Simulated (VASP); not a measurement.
Input of a VASP 6.6.1 run:

Contents of INCAR:

```
  PREC = Accurate
  ENCUT = 520
  EDIFF = 1E-6
  ISMEAR = 0
  SIGMA = 0.1
  LREAL = F
  LASPH = T
  NELM = 60
  ALGO = Normal
  ISIF = 2
  LWAVE = F
  LCHARG = F
  GGA = PE
  NBANDS = 26
```

The input KPOINTS:

```
Automatic mesh
0
Gamma
  8 8 8
```

POSCAR

```
C
1.0
   -1.6583537900      1.6583537900      3.0681311100
    1.6583537900     -1.6583537900      3.0681311100
    1.6583537900      1.6583537900     -3.0681311100
C
8
Direct
    0.8750000000      0.9100961200      0.5350961200
    0.3750000000      0.3399038800      0.4649038800
    0.6600961200      0.6250000000      0.5350961200
    0.0899038800      0.1250000000      0.4649038800
    0.8750000000      0.3399038800      0.9649038800
    0.3750000000      0.9100961200      0.0350961200
    0.0899038800      0.6250000000      0.9649038800
    0.6600961200      0.1250000000      0.0350961200
```

Potentials or basis: VASP PAW PBE potentials, release 64 (C).

Launch:

```bash
$ cat potpaw_PBE.64/C/POTCAR > POTCAR
$ mpirun -np 1 vasp_std > vasp.out
```

(1) Estimate the band gap on the k mesh.

(2) What does it give for the pressure?

(3) What does it give for the largest force?

Results:

(1) zero (band 16 reaches 16.11 eV, above the bottom of band 17 at 12.94 eV).

(2) 193.4 GPa.

(3) 0.705 eV/Å.
